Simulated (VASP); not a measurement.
# AlNi (Pm-3m) in VASP: elastic constants with PBEsol

Aim: the elastic constants of AlNi with PBEsol.

Everything below comes from runs of VASP 6.6.1. Logs are shortened: lines on timing, memory, paths and dates and some standing lists are left out, and cuts for length are marked.

## (1) The cell of the first run

It takes space group Pm-3m (No. 221, cubic). The conventional cell has a = 2.862 Å, b = 2.862 Å, c = 2.862 Å, α = 90.00°, β = 90.00°, γ = 90.00°. Al (site symmetry m-3m) has 8 Ni at 2.48 Å and 6 Al at 2.86 Å within 3.3 Å. Ni (site symmetry m-3m) has 8 Al at 2.48 Å and 6 Ni at 2.86 Å within 3.3 Å.

## (2) Elastic constants, PBEsol

Contents of INCAR:

```
SYSTEM = AlNi
PREC = Accurate ; ENCUT = 600
EDIFF = 1E-8 ; ISMEAR = -1
SIGMA = 0.05 ; LREAL = .False.
LASPH = .True. ; NELM = 80
ALGO = Normal ; ISIF = 3
LWAVE = .False. ; LCHARG = .False.
GGA = PS ; NBANDS = 14
IBRION = 6 ; NFREE = 2
POTIM = 0.015 ; NSW = 1
```

Contents of KPOINTS:

```
regular mesh
0
Gamma
  16 16 16
  0 0 0
```

Contents of POSCAR:

```
AlNi
1.0
    2.8619580813      0.0000000000      0.0000000000
    0.0000000000      2.8619580813      0.0000000000
    0.0000000000      0.0000000000      2.8619580813
Al Ni
1 1
Direct
    0.0000000000      0.0000000000      0.0000000000
    0.5000000000      0.5000000000      0.5000000000
```

Potentials or basis: VASP PAW PBE potentials, release 64 (Al, Ni).

Launch:

```bash
> cat potpaw_PBE.64/Al/POTCAR potpaw_PBE.64/Ni/POTCAR > POTCAR
> mpirun -np 1 vasp_std > vasp.out
```

OUTCAR:

```text
SYSTEM = AlNi
   PREC = Accurate
   ENCUT = 600
   EDIFF = 1E-8
   ISMEAR = -1
   LREAL = .False.
   LASPH = .True.
   NELM = 80
   ISIF = 3
   GGA = PS
   IBRION = 6
   NFREE = 2
   POTIM = 0.015
   NSW = 1

 ion  position               nearest neighbor table
   1  0.000  0.000  0.000-   2 2.48   2 2.48   2 2.48   2 2.48   2 2.48   2 2.48   2 2.48   2 2.48

   2  0.500  0.500  0.500-   1 2.48   1 2.48   1 2.48   1 2.48   1 2.48   1 2.48   1 2.48   1 2.48

  LATTYP: Found a simple cubic cell.
 ALAT       =     2.8619580813

  Lattice vectors:

 A1 = (   2.8619580813,   0.0000000000,   0.0000000000)
 A2 = (   0.0000000000,   2.8619580813,   0.0000000000)
 A3 = (   0.0000000000,   0.0000000000,   2.8619580813)

Analysis of symmetry for initial positions (statically):
=====================================================================
 Subroutine PRICEL returns:
 Original cell was already a primitive cell.

 Routine SETGRP: Setting up the symmetry group for a
 simple cubic supercell.

 Subroutine GETGRP returns: Found 48 space group operations
 (whereof 48 operations were pure point group operations)
 out of a pool of 48 trial point group operations.

The static configuration has the point symmetry O_h .

Analysis of symmetry for dynamics (positions and initial velocities):
=====================================================================
 Subroutine PRICEL returns:
 Original cell was already a primitive cell.

 Routine SETGRP: Setting up the symmetry group for a
 simple cubic supercell.

 Subroutine GETGRP returns: Found 48 space group operations
 (whereof 48 operations were pure point group operations)
 out of a pool of 48 trial point group operations.

The dynamic configuration has the point symmetry O_h .

 Subroutine INISYM returns: Found 48 space group operations
 (whereof 48 operations are pure point group operations),
 and found     1 'primitive' translations

----------------------------------------------------------------------------------------

                                     Primitive cell

  volume of cell :      23.4417

  direct lattice vectors                    reciprocal lattice vectors
     2.861958081  0.000000000  0.000000000     0.349411127  0.000000000  0.000000000
     0.000000000  2.861958081  0.000000000     0.000000000  0.349411127  0.000000000
     0.000000000  0.000000000  2.861958081     0.000000000  0.000000000  0.349411127

  length of vectors
     2.861958081  2.861958081  2.861958081     0.349411127  0.349411127  0.349411127

  position of ions in fractional coordinates (direct lattice)
     0.000000000  0.000000000  0.000000000
     0.500000000  0.500000000  0.500000000

  ion indices of the primitive-cell ions
   primitive index   ion index
                 1           1
                 2           2

----------------------------------------------------------------------------------------

 KPOINTS: regular mesh

Automatic generation of k-mesh.
 Grid dimensions read from file:
 generate k-points for:   16   16   16

 Generating k-lattice:

  Cartesian coordinates                     Fractional coordinates (reciprocal lattice)
     0.021838195  0.000000000  0.000000000     0.062500000  0.000000000  0.000000000
     0.000000000  0.021838195  0.000000000     0.000000000  0.062500000  0.000000000
     0.000000000  0.000000000  0.021838195     0.000000000  0.000000000  0.062500000

  Length of vectors
     0.021838195  0.021838195  0.021838195

  Shift w.r.t. Gamma in fractional coordinates (k-lattice)
     0.000000000  0.000000000  0.000000000

 Subroutine IBZKPT returns following result:
 ===========================================

[... 103 lines left out ...]
  -------------------------------------------------------------------------------------
  Total        0.0186572      0.0186572      0.0186572     -0.0000000     -0.0000000      0.0000000
  in kB        1.2751682      1.2751682      1.2751682     -0.0000000     -0.0000000      0.0000000
  external PRESSURE =       1.2751682 kB  Pullay stress =       0.0000000 kB
[... 89 lines left out ...]
  FREE ENERGIE OF THE ION-ELECTRON SYSTEM (eV)
  ---------------------------------------------------
  free  energy   TOTEN  =       -11.5857016073 eV

  energy  without entropy=      -11.5793202468  energy(sigma->0) =      -11.58251093

 E-fermi :   9.9654     XC(G=0): -12.1903

 val. band max:        9.9651057470   @ k =   0.0625   0.0625   0.3125
 cond. band min:       9.9662078291   @ k =   0.4375   0.3125   0.5000
 fundamental gap:      0.0011020821
 Fermi energy:         9.9653965923

 k-point     1 :       0.0000    0.0000    0.0000
  band No.  band energies     occupation
      1      -1.2048      2.00000
      2       6.6967      2.00000
      3       6.7110      2.00000
      4       8.3991      2.00000
      5       8.3991      2.00000
      6       8.4421      2.00000
      7      15.1282      0.00000
      8      15.6595      0.00000
      9      15.6595      0.00000
     10      18.0542      0.00000
     11      18.1860      0.00000
     12      23.7914      0.00000
     13      30.8098      0.00000
     14      31.1509      0.00000
[... 379 lines left out ...]
      3       7.2547      2.00000
      4       7.6654      2.00000
      5       7.6729      2.00000
      6       8.3857      2.00000
      7       9.3464      1.99999
      8      17.0413      0.00000
      9      18.0314      0.00000
     10      20.1156      0.00000
     11      20.7951      0.00000
     12      21.2002      0.00000
     13      25.0931      0.00000
     14      26.1398      0.00000

 [... further k-points ...]

[... ionic steps 4 to 14 ...]

--------------------------------------- Ionic step       15  -------------------------------------------

 number of electron      13.0000011 magnetization

------------------------ aborting loop because EDIFF is reached ----------------------------------------
[... 67 lines left out ...]
--------------------------------------- Ionic step       17  -------------------------------------------

 number of electron      13.0000005 magnetization

 Free energy of the ion-electron system (eV)
  ---------------------------------------------------
  ext. energy  EPLUGINS =         0.00000000
  ---------------------------------------------------
  free energy    TOTEN  =       -11.58936247 eV

  energy without entropy =      -11.58302409  energy(sigma->0) =      -11.58619328

 E-fermi :  10.1644     XC(G=0): -12.2628

 val. band max:       10.1639417676   @ k =   0.4375   0.4375   0.2500
 cond. band min:      10.1688985294   @ k =   0.3125   0.1250   0.3750
 fundamental gap:      0.0049567618
 Fermi energy:        10.1644189490

 k-point     1 :       0.0000    0.0000    0.0000
  band No.  band energies     occupation
      1      -1.1161      2.00000
      2       6.8293      2.00000
      3       6.8295      2.00000
      4       8.5797      2.00000
      5       8.5800      2.00000
      6       8.5800      2.00000
      7      15.7425      0.00000
      8      15.7425      0.00000
      9      15.7426      0.00000
     10      18.3724      0.00000
     11      18.3726      0.00000
     12      24.2470      0.00000
     13      31.2907      0.00000
     14      31.2921      0.00000
[... 420 lines left out ...]
  FREE ENERGIE OF THE ION-ELECTRON SYSTEM (eV)
  ---------------------------------------------------
  free  energy   TOTEN  =       -11.5893624697 eV

  energy  without entropy=      -11.5830240907  energy(sigma->0) =      -11.58619328

 INTERNAL STRAIN TENSORS FROM STRAINED CELLS
 ============================================

 INTERNAL STRAIN TENSOR FOR ION    1 for displacements in x,y,z  (eV/Angst):
          X           Y           Z          XY          YZ          ZX
  --------------------------------------------------------------------------------
  x     0.00000     0.00000     0.00000     0.00000     0.00000     0.00000
  y     0.00000     0.00000     0.00000     0.00000     0.00000     0.00000
  z     0.00000     0.00000     0.00000     0.00000     0.00000     0.00000

 INTERNAL STRAIN TENSORS FROM DISPLACED ATOMS
 ============================================

 INTERNAL STRAIN TENSOR FOR ION    1 for displacements in x,y,z  (eV/Angst):
          X           Y           Z          XY          YZ          ZX
  --------------------------------------------------------------------------------
  x     0.00000     0.00000     0.00000     0.00000     0.00000     0.00000
  y     0.00000     0.00000     0.00000     0.00000     0.00000     0.00000
  z     0.00000     0.00000     0.00000     0.00000     0.00000     0.00000

 INTERNAL STRAIN TENSOR FOR ION    2 for displacements in x,y,z  (eV/Angst):
          X           Y           Z          XY          YZ          ZX
  --------------------------------------------------------------------------------
  x     0.00000     0.00000     0.00000     0.00000     0.00000     0.00000
  y     0.00000     0.00000     0.00000     0.00000     0.00000     0.00000
  z     0.00000     0.00000     0.00000     0.00000     0.00000     0.00000

 Eigenvectors and eigenvalues of the dynamical matrix
 ----------------------------------------------------

   1 f  =    9.095439 THz    57.148329 2PiTHz  303.391191 cm-1    37.615697 meV
             X         Y         Z           dx          dy          dz
      0.000000  0.000000  0.000000     0.000000    0.827401   -0.000000
      1.430979  1.430979  1.430979    -0.000000   -0.561612    0.000000
[... 21 lines left out ...]
   6 f/i=    0.004602 THz     0.028918 2PiTHz    0.153522 cm-1     0.019034 meV
             X         Y         Z           dx          dy          dz
      0.000000  0.000000  0.000000    -0.226677    0.513834   -0.000000
      1.430979  1.430979  1.430979    -0.333955    0.757012    0.000000

--------------------------------------------------------------------------------------------------------

 ELASTIC MODULI CONTR FROM IONIC RELAXATION (kBar)
 Direction    XX          YY          ZZ          XY          YZ          ZX
 --------------------------------------------------------------------------------
 XX           0.0000      0.0000      0.0000      0.0000      0.0000      0.0000
 YY           0.0000      0.0000      0.0000      0.0000      0.0000      0.0000
 ZZ           0.0000      0.0000      0.0000      0.0000      0.0000      0.0000
 XY           0.0000      0.0000      0.0000      0.0000      0.0000      0.0000
 YZ           0.0000      0.0000      0.0000      0.0000      0.0000      0.0000
 ZX           0.0000      0.0000      0.0000      0.0000      0.0000      0.0000
 --------------------------------------------------------------------------------

 TOTAL ELASTIC MODULI (kBar)
 Direction    XX          YY          ZZ          XY          YZ          ZX
 --------------------------------------------------------------------------------
 XX        2351.1152   1420.7669   1420.7669     -0.0000      0.0000     -0.0000
 YY        1420.7669   2351.1152   1420.7669     -0.0000      0.0000     -0.0000
 ZZ        1420.7669   1420.7669   2351.1152      0.0000      0.0000      0.0000
 XY          -0.0000     -0.0000      0.0000   1258.8336      0.0000      0.0000
 YZ           0.0000      0.0000      0.0000      0.0000   1258.8336      0.0000
 ZX          -0.0000     -0.0000      0.0000      0.0000      0.0000   1258.8336
 --------------------------------------------------------------------------------
```

It took 36 min on 1 thread of AMD EPYC 7R43 (Zen 3), shared host; peak memory 0.77 GiB.

What came out:

* Elastic constants C11, C12, C44: 235, 142, 126 GPa
* Voigt bulk modulus: 173 GPa
* Highest phonon frequency at Γ: 303 cm⁻¹

Phonon frequencies in cm⁻¹ (negative: imaginary):
```csv
q point,frequencies
"(0.000, 0.000, 0.000)",0 0 0 303 303 303
```

Elastic tensor in Voigt notation (GPa, in the Cartesian axes of the cell as first typed):
```
235 142 142   0   0   0
142 235 142   0   0   0
142 142 235   0   0   0
  0   0   0 126   0   0
  0   0   0   0 126   0
  0   0   0   0   0 126
```

Clamped-ion elastic tensor (GPa):
```
235 142 142   0   0   0
142 235 142   0   0   0
142 142 235   0   0   0
  0   0   0 126   0   0
  0   0   0   0 126   0
  0   0   0   0   0 126
```

Caveat: the PAW data sets were made with another functional, which shifts forces and pressure a little. Spin polarisation is off, so any magnetic state and its effect on volume and gap are missing.
